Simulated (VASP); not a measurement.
# BeF3 (R-3m) in VASP: single point with PBE

Aim: the single point of BeF3 with PBE.

Program: VASP 6.6.1. These are calculated values, not measurements. Logs are shortened: lines on timing, memory, paths and dates and some standing lists are left out, and cuts for length are marked.

### 1 The cell of the first run

Symmetry: R-3m, No. 166, trigonal system. Conventional cell: a = 6.771 Å, b = 6.771 Å, c = 9.527 Å, α = 90.00°, β = 90.00°, γ = 120.00°. Within 2.0 Å of Be (site symmetry 3m) lie 3 F at 1.48 Å. F (site symmetry m) has 1 Be at 1.48 Å within 2.0 Å.

### 2 Single point, PBE, collinear spin

INCAR

```
  PREC = Accurate
  ENCUT = 520
  EDIFF = 1E-7
  ISMEAR = 0
  SIGMA = 0.1
  LREAL = False
  LASPH = True
  NELM = 150
  ALGO = Normal
  ISIF = 2
  LWAVE = False
  LCHARG = False
  ISPIN = 2
  MAGMOM = 0 0 0.36 0.36 0.36 0.36 0.36 0.36
  LORBIT = 11
  GGA = PE
  NBANDS = 37
```

KPOINTS

```
Automatic mesh
0
Gamma
  6 6 6
```

POSCAR

```
BeF3
1.0
    3.3852798828      1.9544922516      3.1757334200
   -3.3852798828      1.9544922516      3.1757334200
    0.0000000000     -3.9089845032      3.1757334200
Be F
2 6
Direct
    0.3144571228      0.3144571228      0.3144571228
    0.6855428772      0.6855428772      0.6855428772
    0.8025300896      0.4242598692      0.8025300896
    0.8025300896      0.8025300896      0.4242598692
    0.4242598692      0.8025300896      0.8025300896
    0.1974699104      0.5757401308      0.1974699104
    0.5757401308      0.1974699104      0.1974699104
    0.1974699104      0.1974699104      0.5757401308
```

Potentials or basis: VASP PAW PBE potentials, release 64 (Be, F).

Command:

```console
cat potpaw_PBE.64/Be/POTCAR potpaw_PBE.64/F/POTCAR > POTCAR
mpirun -np 1 vasp_std > vasp.out
```

OUTCAR:

```text
PREC = Accurate
   ENCUT = 520
   EDIFF = 1E-7
   ISMEAR = 0
   LREAL = False
   LASPH = True
   NELM = 150
   ISIF = 2
   ISPIN = 2
   LORBIT = 11
   GGA = PE

 ion  position               nearest neighbor table
   1  0.314  0.314  0.314-   8 1.48   7 1.48   6 1.48
   2  0.686  0.686  0.686-   4 1.48   3 1.48   5 1.48
   3  0.803  0.424  0.803-   2 1.48
   4  0.803  0.803  0.424-   2 1.48
   5  0.424  0.803  0.803-   2 1.48
   6  0.197  0.576  0.197-   1 1.48
   7  0.576  0.197  0.197-   1 1.48
   8  0.197  0.197  0.576-   1 1.48

  LATTYP: Found a trigonal (rhomboedric) cell.
 ALAT       =     5.0364116791
 COS(alpha) =     0.0963989815

  Lattice vectors:

 A1 = (   3.3852798828,   1.9544922516,   3.1757334200)
 A2 = (  -3.3852798828,   1.9544922516,   3.1757334200)
 A3 = (   0.0000000000,  -3.9089845032,   3.1757334200)

Analysis of symmetry for initial positions (statically):
=====================================================================
 Subroutine PRICEL returns:
 Original cell was already a primitive cell.

 Routine SETGRP: Setting up the symmetry group for a
 trigonal (rhombohedral) supercell.

 Subroutine GETGRP returns: Found 12 space group operations
 (whereof 12 operations were pure point group operations)
 out of a pool of 12 trial point group operations.

The static configuration has the point symmetry D_3d.

Analysis of symmetry for dynamics (positions and initial velocities):
=====================================================================
 Subroutine PRICEL returns:
 Original cell was already a primitive cell.

 Routine SETGRP: Setting up the symmetry group for a
 trigonal (rhombohedral) supercell.

 Subroutine GETGRP returns: Found 12 space group operations
 (whereof 12 operations were pure point group operations)
 out of a pool of 12 trial point group operations.

The dynamic configuration has the point symmetry D_3d.

Analysis of structural, dynamic, and magnetic symmetry:
=====================================================================
 Subroutine PRICEL returns:
 Original cell was already a primitive cell.

 Routine SETGRP: Setting up the symmetry group for a
 trigonal (rhombohedral) supercell.

 Subroutine GETGRP returns: Found 12 space group operations
 (whereof 12 operations were pure point group operations)
 out of a pool of 12 trial point group operations.

The overall configuration has the point symmetry D_3d.

 Subroutine INISYM returns: Found 12 space group operations
 (whereof 12 operations are pure point group operations),
 and found     1 'primitive' translations

----------------------------------------------------------------------------------------

                                     Primitive cell

  volume of cell :     126.0735

  direct lattice vectors                    reciprocal lattice vectors
     3.385279883  1.954492252  3.175733420     0.147698275  0.085273639  0.104962630
    -3.385279883  1.954492252  3.175733420    -0.147698275  0.085273639  0.104962630
     0.000000000 -3.908984503  3.175733420     0.000000000 -0.170547278  0.104962630

  length of vectors
     5.036411679  5.036411679  5.036411679     0.200258652  0.200258652  0.200258652

  position of ions in fractional coordinates (direct lattice)
     0.314457123  0.314457123  0.314457123
     0.685542877  0.685542877  0.685542877
     0.802530090  0.424259869  0.802530090
     0.802530090  0.802530090  0.424259869
     0.424259869  0.802530090  0.802530090
     0.197469910  0.575740131  0.197469910
     0.575740131  0.197469910  0.197469910
     0.197469910  0.197469910  0.575740131

  ion indices of the primitive-cell ions
   primitive index   ion index
                 1           1
                 2           2
                 3           3
                 4           4
                 5           5
                 6           6
                 7           7
                 8           8

----------------------------------------------------------------------------------------

 KPOINTS: Automatic mesh

Automatic generation of k-mesh.
 Grid dimensions read from file:
 generate k-points for:    6    6    6

 Generating k-lattice:

  Cartesian coordinates                     Fractional coordinates (reciprocal lattice)
[... 49 lines left out ...]
   NGXF,Y,Z  is equivalent  to a cutoff of  26.41, 26.41, 26.41 a.u.
 SYSTEM =  unknown system
   PREC   = accura    normal or accurate (medium, high low for compatibility)
   ISTART =      0    job   : 0-new  1-cont  2-samecut
   ICHARG =      2    charge: 1-file 2-atom 10-const
   ISPIN  =      2    spin polarized calculation?
   LNONCOLLINEAR =      F non collinear calculations
   LSORBIT =      F    spin-orbit coupling
   LASPH  =      T    aspherical Exc in radial PAW
   ENCUT  =  520.0 eV  38.22 Ry    6.18 a.u.   9.36  9.36  9.36*2*pi/ulx,y,z
   NELM   =    150;   NELMIN=  2; NELMDL= -5     # of ELM steps
   EDIFF  = 0.1E-06   stopping-criterion for ELM
   LREAL  =      F    real-space projection
   EDIFFG = 0.1E-05   stopping-criterion for IOM
   NSW    =      0    number of steps for IOM
   IBRION =     -1    ionic relax: 0-MD 1-quasi-New 2-CG
   NFREE  =      0    steps in history (QN), initial steepest desc. (CG)
   ISIF   =      2    stress and relaxation
   ISYM   =      2    0-nonsym 1-usesym 2-fastsym
   POTIM  = 0.5000    time-step for ionic-motion
   TEBEG  =    0.0;   TEEND  =   0.0 temperature during run
   PSTRESS=    0.0 pullay stress
   NELECT =      46.0000    total number of electrons
   NUPDOWN=      -1.0000    fix difference up-down
   EMIN   =  10.00;   EMAX   =-10.00  energy-range for DOS
   EFERMI =   0.00;   METHOD = LEGACY
   ISMEAR =     0;   SIGMA  =   0.10  broadening in eV -4-tet -1-fermi 0-gaus
   EFERMI_NEDOS =   21; number of points for ismear=-14 and -15
   IALGO  =     38    algorithm
   IMIX   =      4    mixing-type and parameters
     AMIX     =   0.40;   BMIX     =  1.00
     AMIX_MAG =   1.60;   BMIX_MAG =  1.00
  volume/ion in A,a.u.               =      15.76       106.35
  Fermi-wavevector in a.u.,A,eV,Ry     =   1.169821  2.210642 18.619324  1.368482
  Thomas-Fermi vector in A             =   2.306289
   LORBIT       =     11    0 simple, 1 ext, 2 COOP (PROOUT), +10 PAW based schemes
   GGA     = PE    functional components
   LHFCALC =     F    Hartree Fock is set to
   AEXX    =    0.0000 exact exchange contribution
   IVDW    =     0    specifies the selected vdW correction
   LEPSILON=     F    determine dielectric tensor
   LRPA    =     F    only Hartree local field effects (RPA)
 spin polarized calculation
 Gauss-broadening in eV      SIGMA  =   0.10
  energy-cutoff  :      520.00
  volume of cell :      126.07
 maximum number of plane-waves:      3431
 NGX is ok and might be reduce to    40
   NGX = 19   NGY = 19   NGZ = 19

 number of electron      46.0000004 magnetization       2.0001222

 Free energy of the ion-electron system (eV)
  ---------------------------------------------------
  ext. energy  EPLUGINS =         0.00000000
  ---------------------------------------------------
  free energy    TOTEN  =       -34.59326870 eV

  energy without entropy =      -34.57624103  energy(sigma->0) =      -34.58475486

 E-fermi :  -4.9876     XC(G=0):  -7.2715

 val. band max:       -5.0253822142   @ k =   0.5000   0.5000   0.3333
 cond. band min:      -4.9685871895   @ k =  -0.1667   0.5000   0.1667
 fundamental gap:      0.0567950246
 Fermi energy:        -4.9875961918

 spin component 1

 k-point     1 :       0.0000    0.0000    0.0000
  band No.  band energies     occupation
      1     -26.1229      1.00000
      2     -25.6906      1.00000
      3     -25.6906      1.00000
      4     -25.6129      1.00000
      5     -25.5195      1.00000
      6     -25.5195      1.00000
[... 901 lines left out ...]
     34      10.7188      0.00000
     35      11.9298      0.00000

 [... further k-points ...]

 spin component 2

 k-point     1 :       0.0000    0.0000    0.0000
  band No.  band energies     occupation
      1     -25.5472      1.00000
      2     -25.0968      1.00000
      3     -25.0968      1.00000
      4     -25.0251      1.00000
      5     -24.9240      1.00000
      6     -24.9240      1.00000
[... 901 lines left out ...]
     34      10.8270      0.00000
     35      12.0880      0.00000

 [... further k-points ...]

 [bands above 35 left out]

------------------------ aborting loop because EDIFF is reached ----------------------------------------

  FORCE on cell =-STRESS in cart. coord.  units (eV):
  Direction    XX          YY          ZZ          XY          YZ          ZX
  --------------------------------------------------------------------------------------
  -------------------------------------------------------------------------------------
  Total        0.1128136      0.1128136      0.0059626      0.0000000      0.0000000     -0.0000000
  in kB        1.4336671      1.4336671      0.0757742      0.0000000      0.0000000     -0.0000000
  external PRESSURE =       0.9810362 kB  Pullay stress =       0.0000000 kB

 VOLUME and BASIS-vectors are now :
 -----------------------------------------------------------------------------
  energy-cutoff  :      520.00
  volume of cell :      126.07
      direct lattice vectors                 reciprocal lattice vectors
     3.385279883  1.954492252  3.175733420     0.147698275  0.085273639  0.104962630
    -3.385279883  1.954492252  3.175733420    -0.147698275  0.085273639  0.104962630
     0.000000000 -3.908984503  3.175733420     0.000000000 -0.170547278  0.104962630

 POSITION                                       TOTAL-FORCE (eV/Angst)
 -----------------------------------------------------------------------------------
      0.00000      0.00000      2.99590        -0.000000      0.000000     -0.043229
      0.00000      0.00000      6.53130        -0.000000      0.000000      0.043229
      1.28055     -0.73933      6.44458         0.059631     -0.034428     -0.016772
      0.00000      1.47865      6.44458        -0.000000      0.068856     -0.016772
     -1.28055     -0.73933      6.44458        -0.059631     -0.034428     -0.016772
     -1.28055      0.73933      3.08262        -0.059631      0.034428      0.016772
      1.28055      0.73933      3.08262         0.059631      0.034428      0.016772
      0.00000     -1.47865      3.08262        -0.000000     -0.068856      0.016772
 -----------------------------------------------------------------------------------
    total drift:                               -0.000000      0.000000     -0.000000

  FREE ENERGIE OF THE ION-ELECTRON SYSTEM (eV)
  ---------------------------------------------------
  free  energy   TOTEN  =       -34.5932686970 eV

  energy  without entropy=      -34.5762410251  energy(sigma->0) =      -34.58475486

 total charge

# of ion       s       p       d       tot
------------------------------------------
    1        0.469   0.907   0.000   1.376
    2        0.469   0.907   0.000   1.376
    3        1.748   4.276   0.000   6.024
    4        1.748   4.276   0.000   6.024
    5        1.748   4.276   0.000   6.024
    6        1.748   4.276   0.000   6.024
    7        1.748   4.276   0.000   6.024
    8        1.748   4.276   0.000   6.024
--------------------------------------------------
tot         11.429  27.470   0.000  38.899

 magnetization (x)

# of ion       s       p       d       tot
------------------------------------------
    1       -0.006  -0.013   0.000  -0.019
    2       -0.006  -0.013   0.000  -0.019
    3        0.002   0.306   0.000   0.308
    4        0.002   0.306   0.000   0.308
    5        0.002   0.306   0.000   0.308
    6        0.002   0.306   0.000   0.308
    7        0.002   0.306   0.000   0.308
    8        0.002   0.306   0.000   0.308
--------------------------------------------------
tot          0.001   1.807   0.000   1.808
```

Run time: 5.1 min. Hardware: 1 thread of Intel Xeon Platinum 8259CL at 2.50GHz (Skylake/Cascade Lake), shared host; peak memory 0.4 GiB.

Results:

```yaml
Free_energy: -34.5933 eV
Pressure: 0.1 GPa
Largest_force: 0.071 eV/Å
Band_gap_on_the_k_mesh: zero (filled and empty bands touch)
Net_moment: 2.00 μB per cell
Site_moments: Be -0.02; F +0.31 μB
Valence_electrons_inside_the_program's_atomic_spheres: Be 1.38; F 6.02
```

Forces in eV/Å, atoms in the order of the input:
```
Be   0.000  0.000 -0.043
Be   0.000  0.000  0.043
F    0.060 -0.034 -0.017
F    0.000  0.069 -0.017
F   -0.060 -0.034 -0.017
F   -0.060  0.034  0.017
F    0.060  0.034  0.017
F    0.000 -0.069  0.017
```

The gap in the log of VASP goes by the Fermi energy; the results here count the filled bands.